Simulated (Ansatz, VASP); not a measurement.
Mn3Cu in VASP and in Ansatz

File INCAR:

```
SYSTEM = Mn3Cu
ALGO = Normal
EDIFF = 1E-7
EDIFFG = -0.01
ENCUT = 600
GGA = PE
IBRION = 2
ISIF = 3
ISMEAR = 0
ISPIN = 2
LASPH = .True.
LCHARG = .False.
LMAXMIX = 4
LORBIT = 11
LREAL = .False.
LWAVE = .False.
MAGMOM = 4 4 4 0
NELM = 150
NSW = 80
PREC = Accurate
SIGMA = 0.1
```

The input KPOINTS:

```
k-points
0
Gamma
  12 12 12
  0 0 0
```

Contents of POSCAR:

```
Mn3Cu
1.0
    3.5343305851      0.0000000000      0.0000000000
    0.0000000000      3.5343305851      0.0000000000
    0.0000000000      0.0000000000      3.5343305851
Mn Cu
3 1
Direct
    0.0000000000      0.5000000000      0.5000000000
    0.5000000000      0.0000000000      0.5000000000
    0.5000000000      0.5000000000      0.0000000000
    0.0000000000      0.0000000000      0.0000000000
```

Input for Ansatz:

```yaml
crystal:
  lattice:
    - [3.5343305851, 0.0, 0.0]
    - [0.0, 3.5343305851, 0.0]
    - [0.0, 0.0, 3.5343305851]
  atoms:
    - { symbol: Mn, position: [0.0, 0.5, 0.5], spin: 4.0 }
    - { symbol: Mn, position: [0.5, 0.0, 0.5], spin: 4.0 }
    - { symbol: Mn, position: [0.5, 0.5, 0.0], spin: 4.0 }
    - { symbol: Cu, position: [0.0, 0.0, 0.0] }
basis:
  ecutwfc: 420
kpoints:
  mp_grid: { grid: [12, 12, 12] }
hamiltonian:
  xc: pbe
scf:
  occupations: { method: gaussian, width: 0.1 }
  lower_state_search: "off"
output:
  forces: true
  stress: true
  eigenvalues: true
  populations: true
magnetization:
  spin_polarized: true
relax:
  adjacent_minimum: "off"
  f_tol: 0.01
  max_steps: 60
  cell: { stress_tol: 0.05 }
```

Alike in both runs: task relaxation of cell and atoms; functional PBE; k mesh 12 × 12 × 12; occupations gaussian, width 0.1 eV; collinear spin.

|  | VASP | Ansatz |
| --- | --- | --- |
| version | VASP 6.6.1 | Ansatz 0.2.0 |
| potentials or method | VASP PAW PBE potentials, release 64 (Mn_pv, Cu), cutoff 600 eV | scalar-relativistic, plane waves, PAW |
| valence electrons in the cell | 50 | 64 |

VASP gave:

| Item | Value |
| --- | --- |
| gap on the k mesh at the Fermi level, each at its own relaxed structure (eV) | none |
| net moment per atom (μB) | 0.46 |
| size of the moment on the site where the two differ most (μB) | 0.61 |
| relaxed volume (Å³/atom) | 11.05 |
| relaxed cell length with the largest relative difference (Å) | 3.536 |

Problem. Estimate Ansatz's values.

Solution. gap on the k mesh at the Fermi level, each at its own relaxed structure (eV): none; net moment per atom (μB): 0.44; size of the moment on the site where the two differ most (μB): 0.59; relaxed volume (Å³/atom): 11.04; relaxed cell length with the largest relative difference (Å): 3.534.

Site moments also hang on the region over which each program counts them. A gap of «none» marks a metal or a gap that the smearing closes. VASP's potentials hold 50 valence electrons a cell and Ansatz's 64, so a difference there can come from the potentials and not from the codes.
